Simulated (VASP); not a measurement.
# BaTiO3 in VASP: single point with PBEsol

Aim: the single point of BaTiO3 with PBEsol.

Everything below comes from runs of VASP 6.6.1. Logs are shortened: lines on timing, memory, paths and dates and some standing lists are left out, and cuts for length are marked.

## 1. The cell of the first run

The typed cell holds 10 atoms: a = 3.987 Å, b = 3.990 Å, c = 7.979 Å, α = 89.86°, β = 89.87°, γ = 89.87°.

## 2. Single point, PBEsol

Contents of INCAR:

```
SYSTEM = BaTiO3
PREC     = Accurate       ! precision mode
ENCUT    = 520            ! plane-wave cutoff, eV
EDIFF    = 1E-6           ! SCF threshold, eV
ISMEAR   = -1             ! smearing method
SIGMA    = 0.05           ! smearing width, eV
LREAL    = .False.        ! projectors in reciprocal space
LASPH    = .True.         ! aspherical terms in the spheres
NELM     = 60             ! most SCF steps
ALGO     = Normal         ! electronic algorithm
ISIF     = 2              ! what is computed and relaxed
LWAVE    = .False.        ! write WAVECAR
LCHARG   = .False.        ! write CHGCAR
GGA      = PS             ! functional
NBANDS   = 51             ! bands
```

Contents of KPOINTS:

```
Automatic mesh
0
Gamma
  7 7 4
  0 0 0
```

Contents of POSCAR:

```
BaTiO3
1.0
   -3.9870814542     -0.0044575779     -0.0043614360
   -0.0047898385     -0.0048892057     -3.9898451625
   -0.0092925979     -7.9790949617     -0.0092477528
Ba Ti O
2 2 6
Direct
   -0.0060402994      0.9937363587      0.4968782110
   -0.0060386779      0.9937335154     -0.0031225324
    0.4830951382      0.4826025919      0.2413222274
    0.4830913683      0.4826070208      0.7413228638
    0.5055969749      0.0121239192      0.2528522284
    0.5055978414      0.0121269594      0.7528542338
    0.5056030010      0.5057222350      0.5060449406
    0.5056034341      0.5057203979      0.0060451874
    1.0117440403      0.5058128170      0.2528999662
    0.0117471891      0.5058141848      0.7529026638
```

Potentials or basis: VASP PAW PBE potentials, release 64 (Ba_sv, Ti_sv, O).

Command:

```bash
> cat potpaw_PBE.64/Ba_sv/POTCAR potpaw_PBE.64/Ti_sv/POTCAR potpaw_PBE.64/O/POTCAR > POTCAR
> mpirun -np 1 vasp_std > vasp.out
```

OUTCAR:

```text
SYSTEM = BaTiO3
   PREC = Accurate
   ENCUT = 520
   EDIFF = 1E-6
   ISMEAR = -1
   LREAL = .False.
   LASPH = .True.
   NELM = 60
   ISIF = 2
   GGA = PS

 ion  position               nearest neighbor table
   1  0.994  0.994  0.497-   9 2.76   7 2.76   5 2.76   7 2.82   5 2.82  10 2.82   9 2.82   6 2.82
                             7 2.82   6 2.89   7 2.89  10 2.89   4 3.39   4 3.43   3 3.43   4 3.43
   2  0.994  0.994  0.997-  10 2.76   6 2.76   8 2.76   6 2.82   8 2.82   9 2.82  10 2.82   5 2.82
                             8 2.82   5 2.89   8 2.89   9 2.89   3 3.39   3 3.43   4 3.43   3 3.43
   3  0.483  0.483  0.241-   5 1.88   8 1.88   9 1.88   9 2.11   7 2.12   5 2.12   2 3.39   2 3.43
                             1 3.43   2 3.43   1 3.48   2 3.48   1 3.48   1 3.54
   4  0.483  0.483  0.741-   6 1.88   7 1.88  10 1.88  10 2.11   8 2.12   6 2.12   1 3.39   1 3.43
                             2 3.43   1 3.43   2 3.48   1 3.48   2 3.48   2 3.54
   5  0.506  0.012  0.253-   3 1.88   3 2.12   1 2.76   1 2.82   2 2.82   2 2.89
   6  0.506  0.012  0.753-   4 1.88   4 2.12   2 2.76   2 2.82   1 2.82   1 2.89
   7  0.506  0.506  0.506-   4 1.88   3 2.12   1 2.76   1 2.82   1 2.82   1 2.89
   8  0.506  0.506  0.006-   3 1.88   4 2.12   2 2.76   2 2.82   2 2.82   2 2.89
   9  0.012  0.506  0.253-   3 1.88   3 2.11   1 2.76   2 2.82   1 2.82   2 2.89
  10  0.012  0.506  0.753-   4 1.88   4 2.11   2 2.76   1 2.82   2 2.82   1 2.89

  LATTYP: Found a triclinic cell.
 ALAT       =     3.9870863315
 B/A-ratio  =     2.2343226913
 C/A-ratio  =     2.0012372616
 COS(alpha) =     0.0009758280
 COS(beta)  =     0.0022838852
 COS(gamma) =     0.8940976399

  Lattice vectors:

 A1 = (   3.9870814542,   0.0044575779,   0.0043614360)
 A2 = (   7.9693730699,   0.0040259501,  -3.9811222905)
 A3 = (   0.0092925979,   7.9790949617,   0.0092477528)

Analysis of symmetry for initial positions (statically):
=====================================================================
 Subroutine PRICEL returns following result:

  LATTYP: Found a triclinic cell.
 ALAT       =     3.9895588247
 B/A-ratio  =     1.4121600297
 C/A-ratio  =     1.0000732433
 COS(alpha) =     0.0000667805
 COS(beta)  =     0.0023886450
 COS(gamma) =     0.7065187392

  Lattice vectors:

 A1 = (   0.0046463195,   3.9895534264,   0.0046352276)
 A2 = (  -3.9824351347,   3.9850958485,   0.0002737916)
 A3 = (   0.0047898385,   0.0048892057,   3.9898451625)

   2 primitive cells build up your supercell.

 Routine SETGRP: Setting up the symmetry group for a
 triclinic supercell.

 Subroutine GETGRP returns: Found  1 space group operations
 (whereof  1 operations were pure point group operations)
 out of a pool of  2 trial point group operations.

The static configuration has the point symmetry C_1 .

Analysis of symmetry for dynamics (positions and initial velocities):
=====================================================================
 Subroutine PRICEL returns following result:

  LATTYP: Found a triclinic cell.
 ALAT       =     3.9895588247
 B/A-ratio  =     1.4121600297
 C/A-ratio  =     1.0000732433
 COS(alpha) =     0.0000667805
 COS(beta)  =     0.0023886450
 COS(gamma) =     0.7065187392

  Lattice vectors:

 A1 = (   0.0046463195,   3.9895534264,   0.0046352276)
 A2 = (  -3.9824351347,   3.9850958485,   0.0002737916)
 A3 = (   0.0047898385,   0.0048892057,   3.9898451625)

   2 primitive cells build up your supercell.

 Routine SETGRP: Setting up the symmetry group for a
 triclinic supercell.

 Subroutine GETGRP returns: Found  1 space group operations
 (whereof  1 operations were pure point group operations)
 out of a pool of  2 trial point group operations.

The dynamic configuration has the point symmetry C_1 .

 Subroutine INISYM returns: Found  1 space group operations
 (whereof  1 operations are pure point group operations),
 and found     2 'primitive' translations

----------------------------------------------------------------------------------------

                                     Primitive cell

  volume of cell :      63.4649

  direct lattice vectors                    reciprocal lattice vectors
     0.004646319  3.989553426  0.004635228     0.250530782  0.250363553 -0.000607563
    -3.982435135  3.985095849  0.000273792    -0.250810680  0.000291750  0.000300743
     0.004789838  0.004889206  3.989845162    -0.000273845 -0.000290881  0.250636978

  length of vectors
     3.989558825  5.633895508  3.989851033     0.354186322  0.250811030  0.250637296

  position of ions in fractional coordinates (direct lattice)
     0.012285355  0.993959701  0.006266467
     0.034265108  0.483091368  0.517397195
     0.988699320  0.505596975  0.987877519
     0.482308623  0.505603001  0.494280643
     0.482456779  0.011744040  0.494188621

  ion indices of the primitive-cell ions
   primitive index   ion index
                 1           1
                 2           4
                 3           5
                 4           7
                 5           9

----------------------------------------------------------------------------------------

 KPOINTS: Automatic mesh

Automatic generation of k-mesh.
 Grid dimensions read from file:
 generate k-points for:    7    7    4

 Generating k-lattice:

  Cartesian coordinates                     Fractional coordinates (reciprocal lattice)
    -0.035830097  0.000041679  0.000042963     0.142857143  0.000000000 -0.000000000
     0.000039121  0.000041453 -0.035805282    -0.000000000  0.142857143 -0.000000000
     0.000034987 -0.031331959  0.000038353     0.000000000 -0.000000000  0.250000000

  Length of vectors
     0.035830147  0.035805328  0.031332002

  Shift w.r.t. Gamma in fractional coordinates (k-lattice)
     0.000000000  0.000000000  0.000000000

 Subroutine IBZKPT returns following result:
 ===========================================

 Found     99 irreducible k-points:

 Following reciprocal coordinates:
            Coordinates               Weight
  0.000000  0.000000  0.000000      1.000000
  0.142857 -0.000000  0.000000      2.000000
  0.285714 -0.000000 -0.000000      2.000000
  0.428571  0.000000  0.000000      2.000000
  0.000000  0.142857  0.000000      2.000000
  0.142857  0.142857  0.000000      2.000000
[... 16 lines left out ...]
 -0.428571  0.428571 -0.000000      2.000000
 -0.285714  0.428571 -0.000000      2.000000
 [... further k-points ...]
   k-points           NKPTS =     99   k-points in BZ     NKDIM =     99   number of bands    NBANDS=     51
   number of dos      NEDOS =    301   number of ions     NIONS =     10
   total plane-waves  NPLWV =  54000
   dimension x,y,z NGX =    30 NGY =   30 NGZ =   60
   dimension x,y,z NGXF=    60 NGYF=   60 NGZF=  120
   ions per type =               2   2   6
   NGX,Y,Z   is equivalent  to a cutoff of  12.51, 12.50, 12.50 a.u.
   NGXF,Y,Z  is equivalent  to a cutoff of  25.02, 25.00, 25.00 a.u.
 SYSTEM =  BaTiO3
   PREC   = accura    normal or accurate (medium, high low for compatibility)
   ISTART =      0    job   : 0-new  1-cont  2-samecut
   ICHARG =      2    charge: 1-file 2-atom 10-const
   ISPIN  =      1    spin polarized calculation?
   LNONCOLLINEAR =      F non collinear calculations
   LSORBIT =      F    spin-orbit coupling
   LASPH  =      T    aspherical Exc in radial PAW
   ENCUT  =  520.0 eV  38.22 Ry    6.18 a.u.   7.41  7.42 14.84*2*pi/ulx,y,z
   NELM   =     60;   NELMIN=  2; NELMDL= -5     # of ELM steps
   EDIFF  = 0.1E-05   stopping-criterion for ELM
   LREAL  =      F    real-space projection
   EDIFFG = 0.1E-04   stopping-criterion for IOM
   NSW    =      0    number of steps for IOM
   IBRION =     -1    ionic relax: 0-MD 1-quasi-New 2-CG
   NFREE  =      0    steps in history (QN), initial steepest desc. (CG)
   ISIF   =      2    stress and relaxation
   ISYM   =      2    0-nonsym 1-usesym 2-fastsym
   POTIM  = 0.5000    time-step for ionic-motion
   TEBEG  =    0.0;   TEEND  =   0.0 temperature during run
   PSTRESS=    0.0 pullay stress
   NELECT =      80.0000    total number of electrons
   NUPDOWN=      -1.0000    fix difference up-down
   EMIN   =  10.00;   EMAX   =-10.00  energy-range for DOS
   EFERMI =   0.00;   METHOD = LEGACY
   ISMEAR =    -1;   SIGMA  =   0.05  broadening in eV -4-tet -1-fermi 0-gaus
   EFERMI_NEDOS =   21; number of points for ismear=-14 and -15
   IALGO  =     38    algorithm
   IMIX   =      4    mixing-type and parameters
     AMIX     =   0.40;   BMIX     =  1.00
     AMIX_MAG =   1.60;   BMIX_MAG =  1.00
  volume/ion in A,a.u.               =      12.69        85.66
  Fermi-wavevector in a.u.,A,eV,Ry     =   1.403623  2.652463 26.805621  1.970158
  Thomas-Fermi vector in A             =   2.526266
   LORBIT       =      0    0 simple, 1 ext, 2 COOP (PROOUT), +10 PAW based schemes
   GGA     = PS    functional components
   LHFCALC =     F    Hartree Fock is set to
   AEXX    =    0.0000 exact exchange contribution
   IVDW    =     0    specifies the selected vdW correction
   LEPSILON=     F    determine dielectric tensor
   LRPA    =     F    only Hartree local field effects (RPA)
 non-spin polarized calculation
  energy-cutoff  :      520.00
  volume of cell :      126.93
 maximum number of plane-waves:      3451
 NGX is ok and might be reduce to    30
   NGX = 15   NGY = 15   NGZ = 29

 number of electron      80.0000019 magnetization

 Free energy of the ion-electron system (eV)
  ---------------------------------------------------
  ext. energy  EPLUGINS =         0.00000000
  ---------------------------------------------------
  free energy    TOTEN  =       -84.00666324 eV

  energy without entropy =      -84.00666324  energy(sigma->0) =      -84.00666324

 E-fermi :   4.9398     XC(G=0): -11.5581

 val. band max:        3.6815907058   @ k =   0.4286   0.4286   0.0000
 cond. band min:       5.9761291353   @ k =   0.0000   0.0000   0.0000
 fundamental gap:      2.2945384295
 Fermi energy:         4.9397754959

 k-point     1 :       0.0000    0.0000    0.0000
  band No.  band energies     occupation
      1     -52.3244      2.00000
      2     -52.3232      2.00000
      3     -28.7491      2.00000
      4     -28.6935      2.00000
      5     -28.6924      2.00000
      6     -28.6905      2.00000
[... 43 lines left out ...]
     50       8.6736      0.00000
     51       8.6816      0.00000

 k-point     2 :       0.1429   -0.0000    0.0000
  band No.  band energies     occupation
      1     -52.3241      2.00000
      2     -52.3230      2.00000
      3     -28.7484      2.00000
      4     -28.7015      2.00000
      5     -28.6986      2.00000
      6     -28.6931      2.00000
[... 43 lines left out ...]
     50       9.0748      0.00000
     51       9.0794      0.00000

 k-point     3 :       0.2857   -0.0000   -0.0000
  band No.  band energies     occupation
      1     -52.3236      2.00000
      2     -52.3225      2.00000
      3     -28.7468      2.00000
      4     -28.7256      2.00000
      5     -28.7220      2.00000
      6     -28.6921      2.00000
[... 43 lines left out ...]
     50       9.9500      0.00000
     51      10.1083      0.00000
[... 1027 lines left out ...]
 k-point    23 :      -0.4286    0.4286   -0.0000
  band No.  band energies     occupation
      1     -52.3222      2.00000
      2     -52.3211      2.00000
      3     -28.7441      2.00000
      4     -28.7436      2.00000
      5     -28.7411      2.00000
      6     -28.7397      2.00000
[... 43 lines left out ...]
     50      10.7784      0.00000
     51      11.8450      0.00000

 k-point    24 :      -0.2857    0.4286   -0.0000
  band No.  band energies     occupation
      1     -52.3226      2.00000
      2     -52.3214      2.00000
      3     -28.7445      2.00000
      4     -28.7442      2.00000
      5     -28.7399      2.00000
      6     -28.7221      2.00000
[... 43 lines left out ...]
     50      11.1294      0.00000
     51      11.3514      0.00000

 [... further k-points ...]
[... 5 lines left out ...]
  --------------------------------------------------------------------------------------
  -------------------------------------------------------------------------------------
  Total        1.5574259      1.5460048      1.5412687     -0.0100031     -0.0119006     -0.0103859
  in kB       19.6587070     19.5145436     19.4547617     -0.1262644     -0.1502165     -0.1310967
  external PRESSURE =      19.5426708 kB  Pullay stress =       0.0000000 kB

 VOLUME and BASIS-vectors are now :
 -----------------------------------------------------------------------------
  energy-cutoff  :      520.00
  volume of cell :      126.93
      direct lattice vectors                 reciprocal lattice vectors
    -3.987081454 -0.004457578 -0.004361436    -0.250810680  0.000291750  0.000300743
    -0.004789838 -0.004889206 -3.989845162     0.000273845  0.000290169 -0.250636977
    -0.009292598 -7.979094962 -0.009247753     0.000139949 -0.125327838  0.000153410

 POSITION                                       TOTAL-FORCE (eV/Angst)
 -----------------------------------------------------------------------------------
     -3.97238     -3.97393     -3.97378        -0.021049     -0.022002     -0.022149
     -3.97703     -7.96347     -3.97840        -0.021049     -0.022002     -0.022149
     -1.93069     -1.93005     -1.92985        -0.031602     -0.032833     -0.032948
     -1.93533     -5.91960     -1.93449        -0.031602     -0.032833     -0.032948
     -2.01826     -2.01984     -0.05292         0.009366      0.009876      0.035225
     -2.02291     -6.00941     -0.05755         0.009366      0.009876      0.035225
     -2.02301     -4.04251     -2.02464         0.009361      0.035027      0.009888
     -2.01836     -0.05296     -2.02001         0.009361      0.035027      0.009888
     -0.05160     -2.02044     -2.02050         0.033924      0.009932      0.009985
     -0.05626     -6.01001     -2.02513         0.033924      0.009932      0.009985
 -----------------------------------------------------------------------------------
    total drift:                                0.000110      0.000086      0.000116

  FREE ENERGIE OF THE ION-ELECTRON SYSTEM (eV)
  ---------------------------------------------------
  free  energy   TOTEN  =       -84.0066632445 eV

  energy  without entropy=      -84.0066632444  energy(sigma->0) =      -84.00666324
```

Wall time 19 min (1 thread of Intel Xeon Platinum 8259CL at 2.50GHz (Skylake/Cascade Lake), shared host); peak memory 0.59 GiB.

Results:

```yaml
Free_energy: -84.0067 eV
Pressure: 2.0 GPa
Largest_force: 0.056 eV/Å
Band_gap_on_the_k_mesh: 2.29 eV
```

Forces on the atoms (eV/Å):
```
Ba  -0.021 -0.022 -0.022
Ba  -0.021 -0.022 -0.022
Ti  -0.032 -0.033 -0.033
Ti  -0.032 -0.033 -0.033
O    0.009  0.010  0.035
O    0.009  0.010  0.035
O    0.009  0.035  0.010
O    0.009  0.035  0.010
O    0.034  0.010  0.010
O    0.034  0.010  0.010
```

Caveat: the PAW data sets were made with another functional, which shifts forces and pressure a little; spin-orbit coupling is left out, which moves the levels of the heavy elements. A hybrid or GW would open this gap; PBEsol tends to underestimate it.
